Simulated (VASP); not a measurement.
# Te (P3_121) in VASP: single point with r2SCAN

Aim: the single point of Te with r2SCAN.

Everything below comes from runs of VASP 6.6.1. Logs are shortened: lines on timing, memory, paths and dates and some standing lists are left out, and cuts for length are marked.

### 1 The cell of the first run

The structure is trigonal, space group P3_121 (No. 152). Conventional cell: a = 4.619 Å, b = 4.619 Å, c = 5.910 Å, α = 90.00°, β = 90.00°, γ = 120.00°. Te (site symmetry 2) has 6 Te at 2.83 to 3.62 Å within 3.7 Å.

### 2 Single point, r2SCAN

POSCAR

```
Te
1.0
    4.6190641217      0.0000000000      0.0000000000
   -2.3095320609      4.0002268711      0.0000000000
    0.0000000000      0.0000000000      5.9098288827
Te
3
Direct
    0.2535537375      0.0000000000      0.3333333333
    0.0000000000      0.2535537375      0.6666666667
    0.7464462625      0.7464462625      0.0000000000
```

INCAR.step1

```
ALGO = Normal
EDIFF = 1E-4
ENCUT = 520
GGA = PE
ISMEAR = 0
LASPH = T
LCHARG = F
LREAL = F
LWAVE = T
NBANDS = 16
NELM = 60
PREC = Accurate
SIGMA = 0.02
```

INCAR.step2

```
ALGO = Normal
EDIFF = 1E-6
ENCUT = 520
ISIF = 2
ISMEAR = 0
ISTART = 1
LASPH = T
LCHARG = T
LELF = T
LMIXTAU = T
LREAL = F
LVHAR = T
LWAVE = F
METAGGA = R2SCAN
NBANDS = 16
NELM = 60
PREC = Accurate
SIGMA = 0.02
```

KPOINTS

```
k-points
0
Gamma
  9 9 6
```

Potentials or basis: VASP PAW PBE potentials, release 64 (Te).

Run with:

```
$ cat potpaw_PBE.64/Te/POTCAR > POTCAR
$ cp INCAR.step1 INCAR
$ mpirun -np 1 vasp_std > vasp.out
$ cp INCAR.step2 INCAR
$ mpirun -np 1 vasp_std > vasp.out
```

OUTCAR:

```text
EDIFF = 1E-6
   ENCUT = 520
   ISIF = 2
   ISMEAR = 0
   ISTART = 1
   LASPH = T
   LREAL = F
   METAGGA = R2SCAN
   NELM = 60
   PREC = Accurate

 ion  position               nearest neighbor table
   1  0.254  0.000  0.333-   3 2.83   2 2.83   3 3.62   3 3.62   2 3.62   2 3.62
   2  0.000  0.254  0.667-   3 2.83   1 2.83   3 3.62   3 3.62   1 3.62   1 3.62
   3  0.746  0.746  0.000-   1 2.83   2 2.83   2 3.62   1 3.62   1 3.62   2 3.62

  LATTYP: Found a hexagonal cell.
 ALAT       =     4.6190641217
 C/A-ratio  =     1.2794429190

  Lattice vectors:

 A1 = (   4.6190641217,   0.0000000000,   0.0000000000)
 A2 = (  -2.3095320609,   4.0002268711,   0.0000000000)
 A3 = (   0.0000000000,   0.0000000000,   5.9098288827)

Analysis of symmetry for initial positions (statically):
=====================================================================
 Subroutine PRICEL returns:
 Original cell was already a primitive cell.

 Routine SETGRP: Setting up the symmetry group for a
 hexagonal supercell.

 Subroutine GETGRP returns: Found  6 space group operations
 (whereof  2 operations were pure point group operations)
 out of a pool of 24 trial point group operations.

The static configuration has the point symmetry C_2 .
 The point group associated with its full space group is D_3 .

Analysis of symmetry for dynamics (positions and initial velocities):
=====================================================================
 Subroutine PRICEL returns:
 Original cell was already a primitive cell.

 Routine SETGRP: Setting up the symmetry group for a
 hexagonal supercell.

 Subroutine GETGRP returns: Found  6 space group operations
 (whereof  2 operations were pure point group operations)
 out of a pool of 24 trial point group operations.

The dynamic configuration has the point symmetry C_2 .
 The point group associated with its full space group is D_3 .

 Subroutine INISYM returns: Found  6 space group operations
 (whereof  2 operations are pure point group operations),
 and found     1 'primitive' translations

----------------------------------------------------------------------------------------

                                     Primitive cell

  volume of cell :     109.1977

  direct lattice vectors                    reciprocal lattice vectors
     4.619064122  0.000000000  0.000000000     0.216494072  0.124992911  0.000000000
    -2.309532061  4.000226871  0.000000000     0.000000000  0.249985821  0.000000000
     0.000000000  0.000000000  5.909828883     0.000000000  0.000000000  0.169209637

  length of vectors
     4.619064122  4.619064122  5.909828883     0.249985821  0.249985821  0.169209637

  position of ions in fractional coordinates (direct lattice)
     0.253553737  0.000000000  0.333333333
     0.000000000  0.253553737  0.666666667
     0.746446263  0.746446263  0.000000000

  ion indices of the primitive-cell ions
   primitive index   ion index
                 1           1
                 2           2
                 3           3

----------------------------------------------------------------------------------------

 KPOINTS: k-points

Automatic generation of k-mesh.
 Grid dimensions read from file:
 generate k-points for:    9    9    6

 Generating k-lattice:

  Cartesian coordinates                     Fractional coordinates (reciprocal lattice)
     0.024054897  0.013888101  0.000000000     0.111111111  0.000000000  0.000000000
     0.000000000  0.027776202  0.000000000     0.000000000  0.111111111  0.000000000
     0.000000000  0.000000000  0.028201606     0.000000000  0.000000000  0.166666667

  Length of vectors
     0.027776202  0.027776202  0.028201606

  Shift w.r.t. Gamma in fractional coordinates (k-lattice)
     0.000000000  0.000000000  0.000000000

 Subroutine IBZKPT returns following result:
 ===========================================

 Found     62 irreducible k-points:

 Following reciprocal coordinates:
            Coordinates               Weight
  0.000000  0.000000  0.000000      1.000000
  0.111111 -0.000000  0.000000      6.000000
  0.222222 -0.000000  0.000000      6.000000
  0.333333 -0.000000  0.000000      6.000000
  0.444444 -0.000000  0.000000      6.000000
  0.111111  0.111111  0.000000      6.000000
[... 16 lines left out ...]
  0.222222  0.111111  0.166667     12.000000
 -0.111111  0.333333  0.166667     12.000000
 [... further k-points ...]
   k-points           NKPTS =     62   k-points in BZ     NKDIM =     62   number of bands    NBANDS=     16
   number of dos      NEDOS =    301   number of ions     NIONS =      3
   total plane-waves  NPLWV =  62208
   dimension x,y,z NGX =    36 NGY =   36 NGZ =   48
   dimension x,y,z NGXF=    72 NGYF=   72 NGZF=   96
   ions per type =               3
   NGX,Y,Z   is equivalent  to a cutoff of  12.96, 12.96, 13.50 a.u.
   NGXF,Y,Z  is equivalent  to a cutoff of  25.91, 25.91, 27.01 a.u.
 SYSTEM =  unknown system
   PREC   = accura    normal or accurate (medium, high low for compatibility)
   ISTART =      1    job   : 0-new  1-cont  2-samecut
   ICHARG =      0    charge: 1-file 2-atom 10-const
   ISPIN  =      1    spin polarized calculation?
   LNONCOLLINEAR =      F non collinear calculations
   LSORBIT =      F    spin-orbit coupling
   LASPH  =      T    aspherical Exc in radial PAW
   ENCUT  =  520.0 eV  38.22 Ry    6.18 a.u.   8.59  8.59 10.99*2*pi/ulx,y,z
   NELM   =     60;   NELMIN=  2; NELMDL=  0     # of ELM steps
   EDIFF  = 0.1E-05   stopping-criterion for ELM
   LREAL  =      F    real-space projection
   EDIFFG = 0.1E-04   stopping-criterion for IOM
   NSW    =      0    number of steps for IOM
   IBRION =     -1    ionic relax: 0-MD 1-quasi-New 2-CG
   NFREE  =      0    steps in history (QN), initial steepest desc. (CG)
   ISIF   =      2    stress and relaxation
   ISYM   =      2    0-nonsym 1-usesym 2-fastsym
   POTIM  = 0.5000    time-step for ionic-motion
   TEBEG  =    0.0;   TEEND  =   0.0 temperature during run
   PSTRESS=    0.0 pullay stress
   NELECT =      18.0000    total number of electrons
   NUPDOWN=      -1.0000    fix difference up-down
   EMIN   =  10.00;   EMAX   =-10.00  energy-range for DOS
   EFERMI =   0.00;   METHOD = LEGACY
   ISMEAR =     0;   SIGMA  =   0.02  broadening in eV -4-tet -1-fermi 0-gaus
   EFERMI_NEDOS =   21; number of points for ismear=-14 and -15
   IALGO  =     38    algorithm
   IMIX   =      4    mixing-type and parameters
     AMIX     =   0.40;   BMIX     =  1.00
     AMIX_MAG =   1.60;   BMIX_MAG =  1.00
  volume/ion in A,a.u.               =      36.40       245.63
  Fermi-wavevector in a.u.,A,eV,Ry     =   0.897624  1.696264 10.962608  0.805729
  Thomas-Fermi vector in A             =   2.020232
   LORBIT       =      0    0 simple, 1 ext, 2 COOP (PROOUT), +10 PAW based schemes
   METAGGA = R2SCAN    functional components
   LHFCALC =     F    Hartree Fock is set to
   AEXX    =    0.0000 exact exchange contribution
   IVDW    =     0    specifies the selected vdW correction
   LEPSILON=     F    determine dielectric tensor
   LRPA    =     F    only Hartree local field effects (RPA)
 non-spin polarized calculation
 Gauss-broadening in eV      SIGMA  =   0.02
  energy-cutoff  :      520.00
  volume of cell :      109.20
 maximum number of plane-waves:      2974
 NGX is ok and might be reduce to    36
   NGX = 17   NGY = 17   NGZ = 21

 number of electron      17.9999999 magnetization

 Free energy of the ion-electron system (eV)
  ---------------------------------------------------
  ext. energy  EPLUGINS =         0.00000000
  ---------------------------------------------------
  free energy    TOTEN  =       -76.24633846 eV

  energy without entropy =      -76.24633846  energy(sigma->0) =      -76.24633846

 E-fermi :   4.9973     XC(G=0):  -9.1344

 val. band max:        4.8755749750   @ k =   0.3333   0.3333   0.5000
 cond. band min:       5.4272409593   @ k =   0.3333   0.3333   0.5000
 fundamental gap:      0.5516659844
 Fermi energy:         4.9972656870

 k-point     1 :       0.0000    0.0000    0.0000
  band No.  band energies     occupation
      1      -8.9408      2.00000
      2      -5.5291      2.00000
      3      -5.5291      2.00000
      4       1.7253      2.00000
      5       1.9408      2.00000
      6       1.9408      2.00000
[... 8 lines left out ...]
     15      11.1608      0.00000
     16      11.8827      0.00000

 k-point     2 :       0.1111   -0.0000    0.0000
  band No.  band energies     occupation
      1      -8.8710      2.00000
      2      -5.5631      2.00000
      3      -5.5128      2.00000
      4       1.2153      2.00000
      5       1.6299      2.00000
      6       1.8909      2.00000
[... 8 lines left out ...]
     15      11.4411      0.00000
     16      11.7680      0.00000

 k-point     3 :       0.2222   -0.0000    0.0000
  band No.  band energies     occupation
      1      -8.6753      2.00000
      2      -5.6853      2.00000
      3      -5.4692      2.00000
      4       0.5618      2.00000
      5       1.1728      2.00000
      6       1.6511      2.00000
[... 8 lines left out ...]
     15      11.7252      0.00000
     16      12.2547      0.00000

 k-point     4 :       0.3333   -0.0000    0.0000
  band No.  band energies     occupation
      1      -8.4044      2.00000
      2      -5.9052      2.00000
      3      -5.4157      2.00000
      4       0.2216      2.00000
      5       0.8053      2.00000
      6       1.4492      2.00000
[... 8 lines left out ...]
     15      12.3875      0.00000
     16      13.1675      0.00000
[... 324 lines left out ...]
 k-point    22 :       0.1111    0.1111    0.1667
  band No.  band energies     occupation
      1      -8.6366      2.00000
      2      -6.4123      2.00000
      3      -4.7484      2.00000
      4       0.8126      2.00000
      5       1.0940      2.00000
      6       1.9534      2.00000
[... 8 lines left out ...]
     15      11.6106      0.00000
     16      11.8669      0.00000

 k-point    23 :       0.2222    0.1111    0.1667
  band No.  band energies     occupation
      1      -8.4077      2.00000
      2      -6.3416      2.00000
      3      -5.0062      2.00000
      4       0.4538      2.00000
      5       0.8501      2.00000
      6       1.8669      2.00000
[... 8 lines left out ...]
     15      12.0617      0.00000
     16      12.3019      0.00000

 k-point    24 :      -0.1111    0.3333    0.1667
  band No.  band energies     occupation
      1      -8.4028      2.00000
      2      -6.3907      2.00000
      3      -4.9221      2.00000
      4       0.2803      2.00000
      5       0.6877      2.00000
      6       1.6839      2.00000
[... 8 lines left out ...]
     15      12.4114      0.00000
     16      12.8736      0.00000

 [... further k-points ...]
[... 5 lines left out ...]
  --------------------------------------------------------------------------------------
  -------------------------------------------------------------------------------------
  Total        0.0134387      0.0134387      0.0200033     -0.0000000      0.0000000      0.0000000
  in kB        0.1971756      0.1971756      0.2934942     -0.0000000      0.0000000      0.0000000
  external PRESSURE =       0.2292818 kB  Pullay stress =       0.0000000 kB

 VOLUME and BASIS-vectors are now :
 -----------------------------------------------------------------------------
  energy-cutoff  :      520.00
  volume of cell :      109.20
      direct lattice vectors                 reciprocal lattice vectors
     4.619064122  0.000000000  0.000000000     0.216494072  0.124992911  0.000000000
    -2.309532061  4.000226871  0.000000000     0.000000000  0.249985821  0.000000000
     0.000000000  0.000000000  5.909828883     0.000000000  0.000000000  0.169209637

 POSITION                                       TOTAL-FORCE (eV/Angst)
 -----------------------------------------------------------------------------------
      1.17118      0.00000      1.96994         0.027038     -0.000000      0.000000
     -0.58559      1.01427      3.93989        -0.013519      0.023416     -0.000000
      1.72394      2.98595      0.00000        -0.013519     -0.023416     -0.000000
 -----------------------------------------------------------------------------------
    total drift:                               -0.000000     -0.000001      0.000000

  FREE ENERGIE OF THE ION-ELECTRON SYSTEM (eV)
  ---------------------------------------------------
  free  energy   TOTEN  =       -76.2463384571 eV

  energy  without entropy=      -76.2463384571  energy(sigma->0) =      -76.24633846
```

Wall time 4.2 min (1 thread of Intel Xeon Platinum 8375C at 2.90GHz (Ice Lake), shared host); peak memory 0.3 GiB.

Results:

- Free energy: -76.2463 eV
- Pressure: 0.0 GPa
- Largest force: 0.027 eV/Å
- Band gap on the k mesh: 0.55 eV, direct

Forces on the atoms (eV/Å):
```
Te   0.027  0.000  0.000
Te  -0.014  0.023  0.000
Te  -0.014 -0.023  0.000
```

Caveat: the PAW data sets were made with another functional, which shifts forces and pressure a little; spin-orbit coupling is left out, which moves the levels of the heavy elements. r2SCAN opens gaps a little over a GGA but as a rule still falls short of measured ones.
